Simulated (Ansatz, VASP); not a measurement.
## Two plane-wave programs on Zn7O

```
Zn O
1.0
     4.55399    0.00000    0.00000
    -2.27699    3.94387    0.00000
     0.00000    0.00000    7.49125
Zn O
7 1
Direct
  0.65841 0.00000 0.20961
  0.00000 0.65841 0.20961
  0.34159 0.34159 0.20961
  0.65841 0.00000 0.79039
  0.00000 0.65841 0.79039
  0.34159 0.34159 0.79039
  0.00000 0.00000 0.50000
  0.00000 0.00000 0.00000
```

Alike in both runs: functional PBE; k mesh 12 × 12 × 4; occupations gaussian, width 0.1 eV; no spin polarisation.

Ansatz relaxed the structure, and its values are those at the end. VASP's run is a single point on that final structure, the one shown.

```csv
,VASP,Ansatz
version,VASP 6.6.1,Ansatz 0.2.0
potentials or method,"VASP PAW PBE potentials, release 64 (Zn, O), cutoff 520 eV","scalar-relativistic, plane waves, PAW"
valence electrons in the cell,90,90
```

Ansatz gave:

```
gap on the k mesh at the Fermi level (eV) : none
pressure (GPa)                            : 0.0
rms of the force components (eV/Å)        : 0.001
```

Q: Estimate VASP's values.

A: gap on the k mesh at the Fermi level (eV): none; pressure (GPa): 0.4; rms of the force components (eV/Å): 0.007.

A gap of «none» marks a metal or a gap that the smearing closes.
